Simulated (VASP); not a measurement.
LaB2Rh3, 6 atoms in the cell. It takes space group P6/mmm (No. 191, hexagonal). The conventional cell has a = 5.474 Å, b = 5.474 Å, c = 3.128 Å, α = 90.00°, β = 90.00°, γ = 120.00°. Within 4.1 Å of La (site symmetry 6/mmm) lie 2 La at 3.13 Å and 12 Rh at 3.15 Å and 6 B at 3.16 Å. B (site symmetry -6m2) has 6 Rh at 2.22 Å within 2.9 Å. Within 2.9 Å of Rh (site symmetry mmm) lie 4 B at 2.22 Å and 4 Rh at 2.74 Å. 

```yaml
Program: VASP 6.6.1
Task: single point
Functional: BLYP
Dispersion: D3(BJ)
Potentials_or_basis: VASP PAW PBE potentials, release 64 (La, B, Rh_pv)
Cutoff: 520 eV
k_mesh: 5 × 5 × 8
Occupations: fermi-dirac, width 0.1 eV
Spin: no spin polarisation
Dipole_correction: no
Further_INCAR_settings: ALGO = Normal; EDIFF = 1e-07; NBANDS = 40
```

Potentials or basis: VASP PAW PBE potentials, release 64 (La, B, Rh_pv).

Run with:

```console
$ cat potpaw_PBE.64/La/POTCAR potpaw_PBE.64/B/POTCAR potpaw_PBE.64/Rh_pv/POTCAR > POTCAR
$ mpirun -np 1 vasp_std > vasp.out
```

Hardware: 1 thread of Oxide Virtual Turin-like Processor, on a shared host.

Problem. Estimate the wall time of this run.

Solution. Run time: 2.6 min on 1 thread of Oxide Virtual Turin-like Processor (shared host), peak memory 0.23 GiB. Counts: scf iterations 17, k points 25.
